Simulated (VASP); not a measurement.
# Ti3H in VASP: a series of runs, part 2 of 3

VASP 6.6.1. The steps go on from the part before.

**3. Single point, PBE**

INCAR reads:

```
  PREC = Accurate
  ENCUT = 520
  EDIFF = 1E-7
  ISMEAR = 0
  SIGMA = 0.1
  LREAL = F
  LASPH = T
  NELM = 100
  ALGO = Normal
  ISIF = 2
  LWAVE = F
  LCHARG = T
  LDIPOL = T
  IDIPOL = 3
  DIPOL = 0.5 0.5 0.355
  GGA = PE
  LELF = T
  LVHAR = T
  LVACPOTAV = T
  NBANDS = 26
```

KPOINTS reads:

```
regular mesh
0
Gamma
  10 10 1
```

POSCAR reads:

```
Ti3H
1.0
    2.8192036097      0.0000000000      0.0000000000
   -0.9397345366      2.6579706533      0.0000000000
    0.0000000000      0.0000000000     19.8263799740
Ti H
3 1
Direct
    0.5000000000      0.5000000000      0.2017514042
    0.0000000000      0.0000000000      0.3111715134
    0.5000000000      0.5000000000      0.4199647129
    0.6666666667      1.1666666667      0.4858128511
```

Potentials or basis: VASP PAW PBE potentials, release 64 (Ti_sv, H).

Started as:

```sh
$ cat potpaw_PBE.64/Ti_sv/POTCAR potpaw_PBE.64/H/POTCAR > POTCAR
$ mpirun -np 1 vasp_std > vasp.out
```

OUTCAR:

```text
PREC = Accurate
   ENCUT = 520
   EDIFF = 1E-7
   ISMEAR = 0
   LREAL = F
   LASPH = T
   NELM = 100
   ISIF = 2
   GGA = PE

 ion  position               nearest neighbor table
   1  0.500  0.500  0.202-   2 2.71   2 2.71
   2  0.000  0.000  0.311-   3 2.70   3 2.70   1 2.71   1 2.71
   3  0.500  0.500  0.420-   4 1.76   2 2.70   2 2.70
   4  0.667  0.167  0.486-   3 1.76

  LATTYP: Found a base centered orthorhombic cell.
 ALAT       =     3.2553359259
 B/A-ratio  =     1.4142135624
 C/A-ratio  =     6.0904252050

  Lattice vectors:

 A1 = (   2.8192036097,   0.0000000000,   0.0000000000)
 A2 = (  -0.9397345366,   2.6579706533,   0.0000000000)
 A3 = (   0.0000000000,   0.0000000000,  19.8263799740)

Analysis of symmetry for initial positions (statically):
=====================================================================
 Subroutine PRICEL returns:
 Original cell was already a primitive cell.

 Routine SETGRP: Setting up the symmetry group for a
 base centered orthorhombic supercell.

 Subroutine GETGRP returns: Found  1 space group operations
 (whereof  1 operations were pure point group operations)
 out of a pool of  8 trial point group operations.

The static configuration has the point symmetry C_1 .

Analysis of symmetry for dynamics (positions and initial velocities):
=====================================================================
 Subroutine PRICEL returns:
 Original cell was already a primitive cell.

 Routine SETGRP: Setting up the symmetry group for a
 base centered orthorhombic supercell.

 Subroutine GETGRP returns: Found  1 space group operations
 (whereof  1 operations were pure point group operations)
 out of a pool of  8 trial point group operations.

The dynamic configuration has the point symmetry C_1 .

 Subroutine INISYM returns: Found  1 space group operations
 (whereof  1 operations are pure point group operations),
 and found     1 'primitive' translations

----------------------------------------------------------------------------------------

                                     Primitive cell

  volume of cell :     148.5662

  direct lattice vectors                    reciprocal lattice vectors
     2.819203610  0.000000000  0.000000000     0.354710102  0.125408959  0.000000000
    -0.939734537  2.657970653  0.000000000     0.000000000  0.376226878  0.000000000
     0.000000000  0.000000000 19.826379974     0.000000000  0.000000000  0.050437851

  length of vectors
     2.819203610  2.819203610 19.826379974     0.376226878  0.376226878  0.050437851

  position of ions in fractional coordinates (direct lattice)
     0.500000000  0.500000000  0.201751404
     0.000000000  0.000000000  0.311171513
     0.500000000  0.500000000  0.419964713
     0.666666667  0.166666667  0.485812851

  ion indices of the primitive-cell ions
   primitive index   ion index
                 1           1
                 2           2
                 3           3
                 4           4

----------------------------------------------------------------------------------------

 KPOINTS: regular mesh

[... 26 lines left out ...]
  0.000000  0.100000  0.000000      2.000000
  0.200000  0.000000  0.000000      2.000000
  0.000000  0.200000  0.000000      2.000000
  0.300000  0.000000  0.000000      2.000000
[... 16 lines left out ...]
 -0.300000  0.100000  0.000000      2.000000
  0.100000 -0.300000  0.000000      2.000000
 [... further k-points ...]
   k-points           NKPTS =     52   k-points in BZ     NKDIM =     52   number of bands    NBANDS=     26
   number of dos      NEDOS =    301   number of ions     NIONS =      4
   total plane-waves  NPLWV =  86400
   dimension x,y,z NGX =    24 NGY =   24 NGZ =  150
   dimension x,y,z NGXF=    48 NGYF=   48 NGZF=  300
   ions per type =               3   1
   NGX,Y,Z   is equivalent  to a cutoff of  14.15, 14.15, 12.58 a.u.
   NGXF,Y,Z  is equivalent  to a cutoff of  28.31, 28.31, 25.16 a.u.
 SYSTEM =  unknown system
   PREC   = accura    normal or accurate (medium, high low for compatibility)
   ISTART =      0    job   : 0-new  1-cont  2-samecut
   ICHARG =      2    charge: 1-file 2-atom 10-const
   ISPIN  =      1    spin polarized calculation?
   LNONCOLLINEAR =      F non collinear calculations
   LSORBIT =      F    spin-orbit coupling
   LASPH  =      T    aspherical Exc in radial PAW
   ENCUT  =  520.0 eV  38.22 Ry    6.18 a.u.   5.24  5.24 36.86*2*pi/ulx,y,z
   NELM   =    100;   NELMIN=  2; NELMDL= -5     # of ELM steps
   EDIFF  = 0.1E-06   stopping-criterion for ELM
   LREAL  =      F    real-space projection
   EDIFFG = 0.1E-05   stopping-criterion for IOM
   NSW    =      0    number of steps for IOM
   IBRION =     -1    ionic relax: 0-MD 1-quasi-New 2-CG
   NFREE  =      0    steps in history (QN), initial steepest desc. (CG)
   ISIF   =      2    stress and relaxation
   ISYM   =      2    0-nonsym 1-usesym 2-fastsym
   POTIM  = 0.5000    time-step for ionic-motion
   TEBEG  =    0.0;   TEEND  =   0.0 temperature during run
   PSTRESS=    0.0 pullay stress
   NELECT =      37.0000    total number of electrons
   NUPDOWN=      -1.0000    fix difference up-down
   EMIN   =  10.00;   EMAX   =-10.00  energy-range for DOS
   EFERMI =   0.00;   METHOD = LEGACY
   ISMEAR =     0;   SIGMA  =   0.10  broadening in eV -4-tet -1-fermi 0-gaus
   EFERMI_NEDOS =   21; number of points for ismear=-14 and -15
   IALGO  =     38    algorithm
   IMIX   =      4    mixing-type and parameters
     AMIX     =   0.40;   BMIX     =  1.00
     AMIX_MAG =   1.60;   BMIX_MAG =  1.00
  volume/ion in A,a.u.               =      37.14       250.64
  Fermi-wavevector in a.u.,A,eV,Ry     =   1.029996  1.946410 14.434299  1.060891
  Thomas-Fermi vector in A             =   2.164071
   LORBIT       =      0    0 simple, 1 ext, 2 COOP (PROOUT), +10 PAW based schemes
   GGA     = PE    functional components
   LHFCALC =     F    Hartree Fock is set to
   AEXX    =    0.0000 exact exchange contribution
   IVDW    =     0    specifies the selected vdW correction
   LEPSILON=     F    determine dielectric tensor
   LRPA    =     F    only Hartree local field effects (RPA)
 non-spin polarized calculation
 Gauss-broadening in eV      SIGMA  =   0.10
  energy-cutoff  :      520.00
  volume of cell :      148.57
 maximum number of plane-waves:      4027
 NGX is ok and might be reduce to    24
   NGX = 11   NGY = 11   NGZ = 73

 dipolmoment           0.000000      0.000000     -0.145006 electrons x Angstroem

 number of electron      36.9999993 magnetization

 dipolmoment           0.000000      0.000000      0.041344 electrons x Angstroem

 Free energy of the ion-electron system (eV)
  ---------------------------------------------------
  ext. energy  EPLUGINS =         0.00000000
  ---------------------------------------------------
  free energy    TOTEN  =       -25.46243725 eV

  energy without entropy =      -25.41703872  energy(sigma->0) =      -25.43973799

 E-fermi :  -0.1086     XC(G=0):  -5.0838

 val. band max:       -0.1195529486   @ k =   0.0000   0.0000   0.0000
 cond. band min:      -0.1084187953   @ k =   0.0000   0.1000   0.0000
 fundamental gap:      0.0111341533
 Fermi energy:        -0.1086082013

 k-point     1 :       0.0000    0.0000    0.0000
  band No.  band energies     occupation
      1     -56.7979      2.00000
      2     -56.7518      2.00000
      3     -56.3105      2.00000
      4     -33.2545      2.00000
      5     -33.0921      2.00000
      6     -32.8263      2.00000
[... 685 lines left out ...]
     25       2.1680      0.00000
     26       2.4017      0.00000

 [... further k-points ...]

------------------------ aborting loop because EDIFF is reached ----------------------------------------

  FORCE on cell =-STRESS in cart. coord.  units (eV):
  Direction    XX          YY          ZZ          XY          YZ          ZX
  --------------------------------------------------------------------------------------
  -------------------------------------------------------------------------------------
  Total       -0.0112133     -0.1818960      0.5497372     -0.7059576     -1.2199158      1.2782999
  in kB       -0.1209267     -1.9616149      5.9285109     -7.6132335    -13.1558945     13.7855246
  external PRESSURE =       1.2819898 kB  Pullay stress =       0.0000000 kB

 VOLUME and BASIS-vectors are now :
 -----------------------------------------------------------------------------
  energy-cutoff  :      520.00
  volume of cell :      148.57
      direct lattice vectors                 reciprocal lattice vectors
     2.819203610  0.000000000  0.000000000     0.354710102  0.125408959  0.000000000
    -0.939734537  2.657970653  0.000000000     0.000000000  0.376226878  0.000000000
     0.000000000  0.000000000 19.826379974     0.000000000  0.000000000  0.050437851

 POSITION                                       TOTAL-FORCE (eV/Angst)
 -----------------------------------------------------------------------------------
      0.93973      1.32899      4.00000         0.013652      0.007349      0.058174
      0.00000      0.00000      6.16940        -0.048667      0.002392     -0.381940
      0.93973      1.32899      8.32638        -0.908972      0.896451      0.320581
      1.72285      0.44300      9.63191         0.943987     -0.906192      0.003186
 -----------------------------------------------------------------------------------
    total drift:                                0.000004      0.000001      0.000191

  FREE ENERGIE OF THE ION-ELECTRON SYSTEM (eV)
  ---------------------------------------------------
  free  energy   TOTEN  =       -25.4624372522 eV

  energy  without entropy=      -25.4170387211  energy(sigma->0) =      -25.43973799

 vacuum level on the upper side and lower side of the slab         5.184         4.185
```

Run time: 15 min. Hardware: 1 thread of Intel Xeon 8259CL, shared host; peak memory 0.38 GiB.

What came out:

```yaml
Free_energy: -25.4624 eV
Largest_force: 1.316 eV/Å
Band_gap_on_the_k_mesh: zero (an odd number of electrons rules out a gap without spin polarisation)
```

Forces in eV/Å, atoms in the order of the input:
```
Ti   0.014  0.007  0.058
Ti  -0.049  0.002 -0.382
Ti  -0.909  0.896  0.321
H    0.944 -0.906  0.003
```

**4. Single point, PBE**

INCAR reads:

```
ALGO = Normal ; DIPOL = 0.5 0.5 0.352
EDIFF = 1E-6 ; ENCUT = 520
GGA = PE ; IDIPOL = 3
ISIF = 2 ; ISMEAR = 0
LASPH = True ; LCHARG = True
LDIPOL = True ; LELF = True
LREAL = False ; LVACPOTAV = True
LVHAR = True ; LWAVE = False
NBANDS = 26 ; NELM = 100
PREC = Accurate ; SIGMA = 0.1
```

KPOINTS reads:

```
k-points
0
Gamma
  10 10 1
```

Changes to POSCAR since step 3:

```diff
@@ -11,2 +11,2 @@
     0.5000000000      0.5000000000      0.4199647129
-    0.6666666667      1.1666666667      0.4858128511
+    0.8333333333      1.0000000000      0.4761274603
```

Potentials or basis: VASP PAW PBE potentials, release 64 (Ti_sv, H).

Started as:

```sh
$ cat potpaw_PBE.64/Ti_sv/POTCAR potpaw_PBE.64/H/POTCAR > POTCAR
$ mpirun -np 1 vasp_std > vasp.out
```

OUTCAR:

```text
EDIFF = 1E-6
   ENCUT = 520
   GGA = PE
   ISIF = 2
   ISMEAR = 0
   LASPH = True
   LREAL = False
   NELM = 100
   PREC = Accurate

 ion  position               nearest neighbor table
   1  0.500  0.500  0.202-   2 2.71   2 2.71
   2  0.000  0.000  0.311-   3 2.70   3 2.70   1 2.71   1 2.71
   3  0.500  0.500  0.420-   4 1.80   2 2.70   2 2.70
   4  0.833  0.000  0.476-   3 1.80

  LATTYP: Found a base centered orthorhombic cell.
 ALAT       =     3.2553359259
 B/A-ratio  =     1.4142135624
[... 900 lines left out ...]
  --------------------------------------------------------------------------------------
  -------------------------------------------------------------------------------------
  Total       -1.1702127     -0.3496004      0.8143233      0.7859303      1.2115543      0.3203257
  in kB      -12.6198829     -3.7701828      8.7818780      8.4756806     13.0657225      3.4544775
  external PRESSURE =      -2.5360626 kB  Pullay stress =       0.0000000 kB

 VOLUME and BASIS-vectors are now :
 -----------------------------------------------------------------------------
  energy-cutoff  :      520.00
  volume of cell :      148.57
      direct lattice vectors                 reciprocal lattice vectors
     2.819203610  0.000000000  0.000000000     0.354710102  0.125408959  0.000000000
    -0.939734537  2.657970653  0.000000000     0.000000000  0.376226878  0.000000000
     0.000000000  0.000000000 19.826379974     0.000000000  0.000000000  0.050437851

 POSITION                                       TOTAL-FORCE (eV/Angst)
 -----------------------------------------------------------------------------------
      0.93973      1.32899      4.00000        -0.015345     -0.028432     -0.023470
      0.00000      0.00000      6.16940         0.042374      0.067750     -0.341874
      0.93973      1.32899      8.32638        -0.337232     -1.148160      0.361946
      2.34934      0.00000      9.43988         0.310203      1.108843      0.003398
 -----------------------------------------------------------------------------------
    total drift:                                0.000005     -0.000018     -0.000034

  FREE ENERGIE OF THE ION-ELECTRON SYSTEM (eV)
  ---------------------------------------------------
  free  energy   TOTEN  =       -25.6930002071 eV

  energy  without entropy=      -25.6493152956  energy(sigma->0) =      -25.67115775

 vacuum level on the upper side and lower side of the slab         4.757         4.453
```

Wall time 13 min (1 thread of Intel Xeon 8259CL, shared host); peak memory 0.38 GiB.

What came out:

| Quantity | Value |
| --- | --- |
| Free energy | -25.6930 eV |
| Largest force | 1.250 eV/Å |
| Band gap on the k mesh | zero (an odd number of electrons rules out a gap without spin polarisation) |

Forces in eV/Å, atoms in the order of the input:
```
Ti  -0.015 -0.028 -0.023
Ti   0.042  0.068 -0.342
Ti  -0.337 -1.148  0.362
H    0.310  1.109  0.003
```

Levels at points of the mesh, in eV from the Fermi level:
| k point | band 17 | band 18 | band 19 | band 20 | band 21 | band 22 |
| --- | --- | --- | --- | --- | --- | --- |
| (0.00, 0.00, 0.00) | -0.42 | -0.01 | 0.05 | 0.91 | 1.05 | 1.08 |
| (0.50, 0.00, 0.00) | -0.36 | -0.33 | -0.10 | 0.15 | 1.00 | 2.15 |
| (0.00, 0.50, 0.00) | -0.36 | -0.31 | -0.10 | 0.16 | 1.04 | 2.34 |
| (0.50, 0.50, 0.00) | -0.95 | -0.30 | 0.25 | 1.14 | 1.62 | 1.95 |

(Part 2 of 3 ends here.)
